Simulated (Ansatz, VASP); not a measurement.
# HPbNO4: VASP beside Ansatz

File INCAR:

```
SYSTEM = HPbNO4
PREC = Accurate
ENCUT = 520
EDIFF = 1E-6
ISMEAR = -1
SIGMA = 0.05
LREAL = .FALSE.
LASPH = .TRUE.
NELM = 100
ALGO = Normal
ISIF = 2
LWAVE = .FALSE.
LCHARG = .FALSE.
GGA = PE
NBANDS = 31
```

File KPOINTS:

```
Automatic mesh
0
G
  6 4 4
  0 0 0
```

POSCAR

```
HPbNO4
1.0
    4.2466157797     -0.0003973154      0.0063173142
   -2.0700030685      5.1727976046     -0.0487406612
   -2.1095160806     -1.8532178777      4.8819230329
H Pb N O
1 1 1 4
Direct
    0.9907300000      0.0333000000      0.9099400000
    0.5027400000      0.8198900000      0.1428700000
    0.0083800000      0.4740800000      0.5026500000
    0.9981600000      0.9274100000      0.0287700000
    0.1946700000      0.7343500000      0.6085200000
    0.8167300000      0.3588200000      0.2455600000
    0.0138100000      0.3312100000      0.6521700000
```

Contents of input.yaml:

```yaml
crystal:
  lattice:
    - [4.2466157797, -0.0003973154, 0.0063173142]
    - [-2.0700030685, 5.1727976046, -0.0487406612]
    - [-2.1095160806, -1.8532178777, 4.8819230329]
  atoms:
    - { symbol: H, position: [0.99073, 0.0333, 0.90994] }
    - { symbol: Pb, position: [0.50274, 0.81989, 0.14287] }
    - { symbol: "N", position: [0.00838, 0.47408, 0.50265] }
    - { symbol: O, position: [0.99816, 0.92741, 0.02877] }
    - { symbol: O, position: [0.19467, 0.73435, 0.60852] }
    - { symbol: O, position: [0.81673, 0.35882, 0.24556] }
    - { symbol: O, position: [0.01381, 0.33121, 0.65217] }
kpoints:
  mp_grid: { grid: [6, 4, 4] }
scf:
  occupations: { method: fermi_dirac, width: 0.05 }
hamiltonian:
  xc: pbe
  pseudopotentials: { kind: all_electron, lapw: { basis_error: 0.003 } }
output:
  forces: true
  stress: true
  eigenvalues: true
```

Change from the starting cell: volume scaled by 0.98.

Alike in both runs: task single point; functional PBE; k mesh 6 × 4 × 4; occupations fermi-dirac, width 0.05 eV; no spin polarisation.

|  | VASP | Ansatz |
| --- | --- | --- |
| version | VASP 6.6.1 | Ansatz 0.2.0 |
| potentials or method | VASP PAW PBE potentials, release 64 (H, Pb_d, N, O), cutoff 520 eV | all-electron LAPW, scalar-relativistic |

Ansatz gave:

```
gap on the k mesh at the Fermi level (eV)                     : 2.90
least direct gap on the mesh (eV)                             : 3.22
pressure (GPa)                                                : 1.7
traceless stress, the component that is largest in VASP (GPa) : -0.81
rms of the force components (eV/Å)                            : 0.202
```

Question: Which values does VASP return?

Answer: gap on the k mesh at the Fermi level (eV): 2.87; least direct gap on the mesh (eV): 3.19; pressure (GPa): 2.4; traceless stress, the component that is largest in VASP (GPa): -1.73; rms of the force components (eV/Å): 0.379.

Atom by atom the forces differ by 0.179 eV/Å (rms over components). Ansatz ran all-electron here, and VASP with PAW potentials.

Neither program's run includes spin-orbit coupling. Noted on VASP's run: the standard files for N, O and F lose accuracy on very short bonds.
